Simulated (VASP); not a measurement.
Crystal: Zn.

```
Zn
1.0
     2.61549    0.00000    0.00000
    -1.30775    2.26509    0.00000
     0.00000    0.00000    4.86462
Zn
2
Direct
  0.66667 0.33333 0.75000
  0.33333 0.66667 0.25000
```

This cell differs from its parent crystal: volume scaled by 0.94.

Base run:

```yaml
Program: VASP 6.6.1
Functional: LDA
Potentials_or_basis: VASP PAW LDA potentials, release 64 (Zn)
Cutoff: 520 eV
k_mesh: 11 × 11 × 6
Occupations: fermi-dirac, width 0.05 eV
Spin: no spin polarisation
```

Its results: band gap on the k mesh zero (band 12 reaches 5.02 eV, above the bottom of band 13 at 0.20 eV); pressure -4.5 GPa.

Q: The run is repeated on the same cell with these changes: functional from LDA to PBE; potentials or basis from VASP PAW LDA potentials, release 64 (Zn) to VASP PAW PBE potentials, release 64 (Zn). What comes out?

A: Band gap on the k mesh zero (band 12 reaches 5.25 eV, above the bottom of band 13 at 0.49 eV); pressure 4.9 GPa.
